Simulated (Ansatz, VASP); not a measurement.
**Al3BP2 in VASP and in Ansatz**

```
CELL_PARAMETERS angstrom
3.10213 1.79101 2.76078
-3.10213 1.79101 2.76078
0.00000 -3.58203 2.76078
ATOMIC_POSITIONS crystal
Al 0.00000 0.50000 0.50000
Al 0.50000 0.50000 0.00000
Al 0.50000 0.00000 0.50000
B 0.50000 0.50000 0.50000
P 0.12953 0.12953 0.12953
P 0.87047 0.87047 0.87047
```

Change from the starting cell: species swapped into the Eu2Al3Ag type (R-3m, No. 166).

Alike in both runs: functional PBE; k mesh 12 × 12 × 12; occupations gaussian, width 0.1 eV; no spin polarisation.

Ansatz relaxed the structure, and its values are those at the end. VASP's run is a single point on that final structure, the one shown.

```csv
,VASP,Ansatz
version,VASP 6.6.1,Ansatz 0.2.0
potentials or method,"VASP PAW PBE potentials, release 64 (Al, B, P), cutoff 520 eV","scalar-relativistic, plane waves, PAW"
valence electrons in the cell,22,22
```

Ansatz gave:

* gap on the k mesh at the Fermi level (eV): none
* pressure (GPa): 0.0
* rms of the force components (eV/Å): 0.000

Which values does VASP return?

gap on the k mesh at the Fermi level (eV): none; pressure (GPa): -0.1; rms of the force components (eV/Å): 0.016.

A gap of «none» marks a metal or a gap that the smearing closes.
